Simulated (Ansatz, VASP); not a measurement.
**ZnS: VASP beside Ansatz**

File INCAR:

```
SYSTEM = ZnS
ALGO     = Normal         ! electronic algorithm
EDIFF    = 1E-6           ! SCF threshold, eV
ENCUT    = 520            ! plane-wave cutoff, eV
GGA      = PE             ! functional
ISIF     = 2              ! what is computed and relaxed
ISMEAR   = 0              ! smearing method
LASPH    = .True.         ! aspherical terms in the spheres
LCHARG   = .False.        ! write CHGCAR
LREAL    = .False.        ! projectors in reciprocal space
LWAVE    = .False.        ! write WAVECAR
NBANDS   = 26             ! bands
NELM     = 60             ! most SCF steps
PREC     = Accurate       ! precision mode
SIGMA    = 0.05           ! smearing width, eV
```

File KPOINTS:

```
k-points
0
Gamma
  9 9 4
  0 0 0
```

File POSCAR:

```
ZnS
1.0
    3.9350570224      0.0000000000      0.0000000000
   -1.9675285112      3.4078593468      0.0000000000
    0.0000000000      0.0000000000      6.0202437386
Zn S
2 2
Direct
    0.3333333333      0.6666666667      0.0052003725
    0.6666666667      0.3333333333      0.5052003725
    0.3333333333      0.6666666667      0.3533549446
    0.6666666667      0.3333333333      0.8533549446
```

Input for Ansatz:

```yaml
crystal:
  lattice:
    - [3.9350570224, 0.0, 0.0]
    - [-1.9675285112, 3.4078593468, 0.0]
    - [0.0, 0.0, 6.0202437386]
  atoms:
    - { symbol: Zn, position: [0.3333333333, 0.6666666667, 0.0052003725] }
    - { symbol: Zn, position: [0.6666666667, 0.3333333333, 0.5052003725] }
    - { symbol: S, position: [0.3333333333, 0.6666666667, 0.3533549446] }
    - { symbol: S, position: [0.6666666667, 0.3333333333, 0.8533549446] }
basis:
  ecutwfc: 520.0
kpoints:
  mp_grid: { grid: [9, 9, 4] }
hamiltonian:
  xc: pbe
scf:
  occupations: { method: gaussian, width: 0.05 }
output:
  forces: true
  stress: true
  eigenvalues: true
```

Alike in both runs: task single point; functional PBE; k mesh 9 × 9 × 4; occupations gaussian, width 0.05 eV; no spin polarisation.

```csv
,VASP,Ansatz
version,VASP 6.6.1,Ansatz 0.2.0
potentials or method,"VASP PAW PBE potentials, release 64 (Zn, S), cutoff 520 eV","scalar-relativistic, plane waves, PAW"
valence electrons in the cell,36,36
```

Ansatz gave:

| Quantity | Value |
| --- | --- |
| gap on the k mesh at the Fermi level (eV) | 2.12 |
| least direct gap on the mesh (eV) | 2.12 |
| pressure (GPa) | 3.7 |
| traceless stress, the component that is largest in VASP (GPa) | 15.05 |
| rms of the force components (eV/Å) | 1.367 |

What did VASP give for the same quantities?

gap on the k mesh at the Fermi level (eV): 2.13; least direct gap on the mesh (eV): 2.13; pressure (GPa): 3.8; traceless stress, the component that is largest in VASP (GPa): 15.13; rms of the force components (eV/Å): 1.373.

Atom by atom the forces differ by 0.006 eV/Å (rms over components).
